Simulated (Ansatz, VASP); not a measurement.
## One calculation of La16CO24, two programs

```
La O C
1.0
     7.88115    0.00000    0.00000
    -3.94057    6.82527    0.00000
     0.00000    0.00000   12.37572
La O C
16 24 1
Cartesian
  2.1168 1.0753 4.9606
  -0.1143 2.3753 1.2497
  1.9973 1.1399 10.8180
  -0.0112 2.3009 7.7560
  0.0694 4.5439 4.5981
  -2.0468 5.7874 1.5930
  -0.0333 4.6303 10.8136
  -1.9622 5.6573 7.6907
  6.0305 1.1145 4.6102
  3.9028 2.3244 1.5940
  5.8861 1.1383 10.8816
  4.0301 2.2938 7.7605
  3.8633 4.4665 4.6362
  1.9357 5.5872 1.5512
  3.9564 4.5849 10.8613
  1.9941 5.7149 7.7149
  1.8236 1.2374 2.4775
  0.1551 2.1900 3.7421
  0.1131 -0.0340 -0.0461
  2.0249 1.1421 8.2685
  -0.0198 2.3231 10.2763
  -0.0916 0.0530 6.2420
  -0.1247 4.6941 2.1453
  -1.9661 5.6549 4.1868
  -2.0681 3.5600 0.0358
  0.0120 4.5804 8.4411
  -1.9745 5.7142 10.0580
  -1.7901 3.2854 6.2553
  5.8855 1.1249 2.0020
  4.1285 2.2352 4.0484
  3.7249 0.1065 -0.0398
  5.9371 1.1449 8.5151
  3.9621 2.3004 10.1330
  4.1273 -0.0219 6.1472
  3.9643 4.5757 2.2688
  1.9794 5.7243 3.9107
  2.0435 3.4234 -0.0006
  3.9674 4.5548 8.3734
  1.9587 5.7151 10.2249
  1.9528 3.5073 6.2048
  -2.4947 -4.3194 3.1141
```

Alike in both runs: functional PBE; k mesh 1 × 1 × 1; occupations fermi-dirac, width 0.01 eV; no spin polarisation.

Ansatz relaxed the structure, and its values are those at the end. VASP's run is a single point on that final structure, the one shown.

|  | VASP | Ansatz |
| --- | --- | --- |
| version | VASP 6.6.1 | Ansatz 0.2.0 |
| potentials or method | VASP PAW PBE potentials, release 64 (La, O, C), cutoff 520 eV | plane-wave PAW DFT |
| valence electrons in the cell | 324 | 324 |

Ansatz gave:

| Item | Value |
| --- | --- |
| rms of the force components (eV/Å) | 0.007 |

Task: What did VASP give for the same quantities?

Result: rms of the force components (eV/Å): 0.025.

With one functional, cell and mesh, what is left measures potentials, basis and numerics.

Spin-orbit coupling is off throughout.
